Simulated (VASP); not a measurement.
Crystal: Ba.

```
CELL_PARAMETERS angstrom
4.34138 0.00000 0.00000
-1.44713 4.09310 0.00000
-1.44713 -2.04655 3.54473
ATOMIC_POSITIONS crystal
Ba 0.00000 0.00000 0.00000
```

| Property | Result |
| --- | --- |
| Program | VASP 6.6.1 |
| Task | relaxation of cell and atoms |
| Functional | PBEsol |
| Potentials or basis | VASP PAW PBE potentials, release 64 (Ba_sv) |
| Cutoff | 600 eV |
| k mesh | 6 × 6 × 6 |
| Occupations | fermi-dirac, width 0.02 eV |
| Spin | no spin polarisation |

At the start: pressure -0.5 GPa; volume 62.99 Å³/atom.

Task: Where does the relaxation end?

Result: Over 4 steps the energy falls by 5.6 meV/atom and the volume is 59.31 Å³/atom (-5.8 %); space group Im-3m (No. 229, to 0.05 Å).

Step by step:
```
step  energy change (eV)  largest force (eV/Å)  pressure (GPa)  volume (Å³)
   1              0.0000                0.0000           -0.47        62.99
   2             -0.0039                0.0000           -0.29        61.33
   3             -0.0052                0.0000            0.12        58.50
   4             -0.0056                0.0000            0.02        59.31
```

Final structure:
```
Ba
1.0
     4.25522    0.00000    0.00000
    -1.41841    4.01186    0.00000
    -1.41841   -2.00593    3.47437
Ba
1
Direct
  0.00000 0.00000 0.00000
```

Caveat: the PAW data sets were made with another functional, which shifts forces and pressure a little.
